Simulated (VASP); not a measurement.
# TaO (F-43m) in VASP: notebook, part 2 of 3

VASP 6.6.1. The steps go on from the part before.

## (4) Single point, r2SCAN

This run uses another cell than the first one, of 13.58 Å³/atom.

File POSCAR:

```
TaO
1.0
    0.0000000000      2.3860341057      2.3860341057
    2.3860341057      0.0000000000      2.3860341057
    2.3860341057      2.3860341057      0.0000000000
Ta O
1 1
Direct
    0.0000000000      0.0000000000      0.0000000000
    0.2500000000      0.2500000000      0.2500000000
```

File INCAR.step1:

```
SYSTEM = TaO
PREC = Accurate
ENCUT = 660
ISMEAR = 0
SIGMA = 0.1
LREAL = .False.
LASPH = .True.
NELM = 120
NBANDS = 16
GGA = PE
ALGO = Normal
EDIFF = 1E-5
LWAVE = .True.
LCHARG = .False.
GGA_COMPAT = .False.
```

File INCAR.step2:

```
SYSTEM = TaO
PREC = Accurate
ENCUT = 660
EDIFF = 1E-6
ISMEAR = 0
SIGMA = 0.1
LREAL = .False.
LASPH = .True.
NELM = 120
ALGO = Normal
ISIF = 2
LWAVE = .False.
LCHARG = .False.
METAGGA = R2SCAN
LMIXTAU = .True.
NBANDS = 16
ISTART = 1
GGA_COMPAT = .False.
```

File KPOINTS:

```
regular mesh
0
Gamma
  6 6 6
  0 0 0
```

Potentials or basis: VASP PAW PBE potentials, release 64 (Ta_pv, O).

On the command line:

```bash
cat potpaw_PBE.64/Ta_pv/POTCAR potpaw_PBE.64/O/POTCAR > POTCAR
cp INCAR.step1 INCAR
mpirun -np 1 vasp_std > vasp.out
cp INCAR.step2 INCAR
mpirun -np 1 vasp_std > vasp.out
```

OUTCAR:

```text
SYSTEM = TaO
   PREC = Accurate
   ENCUT = 660
   EDIFF = 1E-6
   ISMEAR = 0
   LREAL = .False.
   LASPH = .True.
   NELM = 120
   ISIF = 2
   METAGGA = R2SCAN
   ISTART = 1

 ion  position               nearest neighbor table
   1  0.000  0.000  0.000-   2 2.07   2 2.07   2 2.07   2 2.07
   2  0.250  0.250  0.250-   1 2.07   1 2.07   1 2.07   1 2.07

  LATTYP: Found a face centered cubic cell.
 ALAT       =     4.7720682114

  Lattice vectors:

 A1 = (   0.0000000000,   2.3860341057,   2.3860341057)
 A2 = (   2.3860341057,   0.0000000000,   2.3860341057)
 A3 = (   2.3860341057,   2.3860341057,   0.0000000000)

Analysis of symmetry for initial positions (statically):
=====================================================================
 Subroutine PRICEL returns:
 Original cell was already a primitive cell.

 Routine SETGRP: Setting up the symmetry group for a
 face centered cubic supercell.

 Subroutine GETGRP returns: Found 24 space group operations
 (whereof 24 operations were pure point group operations)
 out of a pool of 48 trial point group operations.

The static configuration has the point symmetry T_d .

Analysis of symmetry for dynamics (positions and initial velocities):
=====================================================================
 Subroutine PRICEL returns:
 Original cell was already a primitive cell.

 Routine SETGRP: Setting up the symmetry group for a
 face centered cubic supercell.

 Subroutine GETGRP returns: Found 24 space group operations
 (whereof 24 operations were pure point group operations)
 out of a pool of 48 trial point group operations.

The dynamic configuration has the point symmetry T_d .

 Subroutine INISYM returns: Found 24 space group operations
 (whereof 24 operations are pure point group operations),
 and found     1 'primitive' translations

----------------------------------------------------------------------------------------

                                     Primitive cell

  volume of cell :      27.1681

  direct lattice vectors                    reciprocal lattice vectors
     0.000000000  2.386034106  2.386034106    -0.209552746  0.209552746  0.209552746
     2.386034106  0.000000000  2.386034106     0.209552746 -0.209552746  0.209552746
     2.386034106  2.386034106  0.000000000     0.209552746  0.209552746 -0.209552746

  length of vectors
     3.374361793  3.374361793  3.374361793     0.362956004  0.362956004  0.362956004

  position of ions in fractional coordinates (direct lattice)
     0.000000000  0.000000000  0.000000000
     0.250000000  0.250000000  0.250000000

  ion indices of the primitive-cell ions
   primitive index   ion index
                 1           1
                 2           2

----------------------------------------------------------------------------------------

 KPOINTS: regular mesh

Automatic generation of k-mesh.
 Grid dimensions read from file:
 generate k-points for:    6    6    6

 Generating k-lattice:

  Cartesian coordinates                     Fractional coordinates (reciprocal lattice)
    -0.034925458  0.034925458  0.034925458     0.166666667  0.000000000  0.000000000
     0.034925458 -0.034925458  0.034925458     0.000000000  0.166666667  0.000000000
     0.034925458  0.034925458 -0.034925458     0.000000000  0.000000000  0.166666667

  Length of vectors
     0.060492667  0.060492667  0.060492667

  Shift w.r.t. Gamma in fractional coordinates (k-lattice)
     0.000000000  0.000000000  0.000000000

 Subroutine IBZKPT returns following result:
 ===========================================

 Found     16 irreducible k-points:

 Following reciprocal coordinates:
            Coordinates               Weight
  0.000000  0.000000  0.000000      1.000000
  0.166667  0.000000  0.000000      8.000000
  0.333333  0.000000  0.000000      8.000000
  0.500000  0.000000  0.000000      4.000000
  0.166667  0.166667  0.000000      6.000000
  0.333333  0.166667  0.000000     24.000000
[... 8 lines left out ...]
 -0.333333  0.333333  0.166667     24.000000
 -0.333333  0.500000  0.166667     12.000000
   k-points           NKPTS =     16   k-points in BZ     NKDIM =     16   number of bands    NBANDS=     16
   number of dos      NEDOS =    301   number of ions     NIONS =      2
   total plane-waves  NPLWV =  21952
   dimension x,y,z NGX =    28 NGY =   28 NGZ =   28
   dimension x,y,z NGXF=    56 NGYF=   56 NGZF=   56
   ions per type =               1   1
   NGX,Y,Z   is equivalent  to a cutoff of  13.79, 13.79, 13.79 a.u.
   NGXF,Y,Z  is equivalent  to a cutoff of  27.59, 27.59, 27.59 a.u.
 SYSTEM =  TaO
   PREC   = accura    normal or accurate (medium, high low for compatibility)
   ISTART =      1    job   : 0-new  1-cont  2-samecut
   ICHARG =      0    charge: 1-file 2-atom 10-const
   ISPIN  =      1    spin polarized calculation?
   LNONCOLLINEAR =      F non collinear calculations
   LSORBIT =      F    spin-orbit coupling
   LASPH  =      T    aspherical Exc in radial PAW
   ENCUT  =  660.0 eV  48.51 Ry    6.96 a.u.   7.07  7.07  7.07*2*pi/ulx,y,z
   NELM   =    120;   NELMIN=  2; NELMDL=  0     # of ELM steps
   EDIFF  = 0.1E-05   stopping-criterion for ELM
   LREAL  =      F    real-space projection
   EDIFFG = 0.1E-04   stopping-criterion for IOM
   NSW    =      0    number of steps for IOM
   IBRION =     -1    ionic relax: 0-MD 1-quasi-New 2-CG
   NFREE  =      0    steps in history (QN), initial steepest desc. (CG)
   ISIF   =      2    stress and relaxation
   ISYM   =      2    0-nonsym 1-usesym 2-fastsym
   POTIM  = 0.5000    time-step for ionic-motion
   TEBEG  =    0.0;   TEEND  =   0.0 temperature during run
   PSTRESS=    0.0 pullay stress
   NELECT =      17.0000    total number of electrons
   NUPDOWN=      -1.0000    fix difference up-down
   EMIN   =  10.00;   EMAX   =-10.00  energy-range for DOS
   EFERMI =   0.00;   METHOD = LEGACY
   ISMEAR =     0;   SIGMA  =   0.10  broadening in eV -4-tet -1-fermi 0-gaus
   EFERMI_NEDOS =   21; number of points for ismear=-14 and -15
   IALGO  =     38    algorithm
   IMIX   =      4    mixing-type and parameters
     AMIX     =   0.40;   BMIX     =  1.00
     AMIX_MAG =   1.60;   BMIX_MAG =  1.00
  volume/ion in A,a.u.               =      13.58        91.67
  Fermi-wavevector in a.u.,A,eV,Ry     =   1.400246  2.646082 26.676810  1.960690
  Thomas-Fermi vector in A             =   2.523226
   LORBIT       =      0    0 simple, 1 ext, 2 COOP (PROOUT), +10 PAW based schemes
   METAGGA = R2SCAN    functional components
   LHFCALC =     F    Hartree Fock is set to
   AEXX    =    0.0000 exact exchange contribution
   IVDW    =     0    specifies the selected vdW correction
   LEPSILON=     F    determine dielectric tensor
   LRPA    =     F    only Hartree local field effects (RPA)
 non-spin polarized calculation
 Gauss-broadening in eV      SIGMA  =   0.10
  energy-cutoff  :      660.00
  volume of cell :       27.17
 maximum number of plane-waves:      1063
   NGX = 15   NGY = 15   NGZ = 15

 number of electron      16.9999996 magnetization

 Free energy of the ion-electron system (eV)
  ---------------------------------------------------
  ext. energy  EPLUGINS =         0.00000000
  ---------------------------------------------------
  free energy    TOTEN  =       -57.00193523 eV

  energy without entropy =      -56.98291511  energy(sigma->0) =      -56.99242517

 E-fermi :   6.5372     XC(G=0): -12.7080

 val. band max:        6.2612681753   @ k =   0.5000   0.3333   0.1667
 cond. band min:       6.5391865328   @ k =   0.5000   0.3333   0.0000
 fundamental gap:      0.2779183575
 Fermi energy:         6.5371555416

 k-point     1 :       0.0000    0.0000    0.0000
  band No.  band energies     occupation
      1     -30.6577      2.00000
      2     -30.6577      2.00000
      3     -30.6577      2.00000
      4     -16.9232      2.00000
      5      -2.2271      2.00000
      6      -2.2271      2.00000
[... 8 lines left out ...]
     15      20.2718      0.00000
     16      20.2718      0.00000
[... 267 lines left out ...]
 k-point    16 :      -0.3333    0.5000    0.1667
  band No.  band energies     occupation
      1     -31.0807      2.00000
      2     -30.8593      2.00000
      3     -30.8034      2.00000
      4     -15.9916      2.00000
      5      -2.5357      2.00000
      6      -1.2763      2.00000
[... 8 lines left out ...]
     15      16.0400      0.00000
     16      17.4292      0.00000

------------------------ aborting loop because EDIFF is reached ----------------------------------------

  FORCE on cell =-STRESS in cart. coord.  units (eV):
  Direction    XX          YY          ZZ          XY          YZ          ZX
  --------------------------------------------------------------------------------------
  -------------------------------------------------------------------------------------
  Total        0.0020203      0.0020203      0.0020203      0.0000000     -0.0000000      0.0000000
  in kB        0.1191421      0.1191421      0.1191421      0.0000000     -0.0000000      0.0000000
  external PRESSURE =       0.1191421 kB  Pullay stress =       0.0000000 kB

 VOLUME and BASIS-vectors are now :
 -----------------------------------------------------------------------------
  energy-cutoff  :      660.00
  volume of cell :       27.17
      direct lattice vectors                 reciprocal lattice vectors
     0.000000000  2.386034106  2.386034106    -0.209552746  0.209552746  0.209552746
     2.386034106  0.000000000  2.386034106     0.209552746 -0.209552746  0.209552746
     2.386034106  2.386034106  0.000000000     0.209552746  0.209552746 -0.209552746

 POSITION                                       TOTAL-FORCE (eV/Angst)
 -----------------------------------------------------------------------------------
      0.00000      0.00000      0.00000         0.000000     -0.000000     -0.000000
      1.19302      1.19302      1.19302        -0.000000      0.000000      0.000000
 -----------------------------------------------------------------------------------
    total drift:                               -0.000000     -0.000000     -0.000000

  FREE ENERGIE OF THE ION-ELECTRON SYSTEM (eV)
  ---------------------------------------------------
  free  energy   TOTEN  =       -57.0019352346 eV

  energy  without entropy=      -56.9829151114  energy(sigma->0) =      -56.99242517
```

Run time: 20 s. Hardware: 1 thread of Intel Xeon 6975P-C (Granite Rapids), shared host; peak memory 0.17 GiB.

Results:

- Free energy: -57.0019 eV
- Pressure: 0.0 GPa
- Band gap on the k mesh: zero (an odd number of electrons rules out a gap without spin polarisation)

Caveat: the k points lie up to 0.38 Å⁻¹ apart, too coarse for converged energies and pressures of a metal; the PAW data sets were made with another functional, which shifts forces and pressure a little; spin-orbit coupling is left out, which moves the levels of the heavy elements; an odd number of electrons without spin polarisation forces a metal; a magnetic or distorted state may lie lower.

## (5) Single point, r2SCAN

This run uses another cell than the first one, of 13.31 Å³/atom.

File POSCAR:

```
TaO
1.0
    0.0000000000      2.3696703551      2.3696703551
    2.3696703551      0.0000000000      2.3696703551
    2.3696703551      2.3696703551      0.0000000000
Ta O
1 1
Direct
    0.0000000000      0.0000000000      0.0000000000
    0.2500000000      0.2500000000      0.2500000000
```

File INCAR.step1:

```
PREC = Accurate
ENCUT = 660
ISMEAR = 0
SIGMA = 0.1
LREAL = F
LASPH = T
NELM = 120
NBANDS = 16
GGA = PE
ALGO = Normal
EDIFF = 1E-5
LWAVE = T
LCHARG = F
GGA_COMPAT = F
```

File INCAR.step2:

```
PREC = Accurate
ENCUT = 660
EDIFF = 1E-6
ISMEAR = 0
SIGMA = 0.1
LREAL = F
LASPH = T
NELM = 120
ALGO = Normal
ISIF = 2
LWAVE = F
LCHARG = F
METAGGA = R2SCAN
LMIXTAU = T
NBANDS = 16
ISTART = 1
GGA_COMPAT = F
```

File KPOINTS:

```
regular mesh
0
Gamma
  6 6 6
```

On the command line:

```bash
cat potpaw_PBE.64/Ta_pv/POTCAR potpaw_PBE.64/O/POTCAR > POTCAR
cp INCAR.step1 INCAR
mpirun -np 1 vasp_std > vasp.out
cp INCAR.step2 INCAR
mpirun -np 1 vasp_std > vasp.out
```

Wall time 23 s (1 thread of Intel Xeon 6975P-C (Granite Rapids), shared host); peak memory 0.17 GiB.

It converged, with:

| Quantity | Value |
| --- | --- |
| Free energy | -56.9921 eV |
| Pressure | 5.1 GPa |
| Band gap on the k mesh | zero (an odd number of electrons rules out a gap without spin polarisation) |

Levels at points of the mesh, in eV from the Fermi level:
| k point | band 6 | band 7 | band 8 | band 9 | band 10 | band 11 |
| --- | --- | --- | --- | --- | --- | --- |
| (0.00, 0.00, 0.00) | -8.93 | -8.93 | -3.17 | 0.63 | 0.63 | 4.39 |
| (0.50, 0.00, 0.00) | -8.35 | -8.35 | -0.70 | 0.93 | 0.93 | 3.33 |
| (0.50, 0.50, 0.00) | -7.32 | -7.32 | -2.61 | 0.01 | 2.32 | 3.11 |

Caveat: the k points lie up to 0.38 Å⁻¹ apart, too coarse for converged energies and pressures of a metal; the PAW data sets were made with another functional, which shifts forces and pressure a little; spin-orbit coupling is left out, which moves the levels of the heavy elements; an odd number of electrons without spin polarisation forces a metal; a magnetic or distorted state may lie lower.

(Part 2 of 3 ends here.)
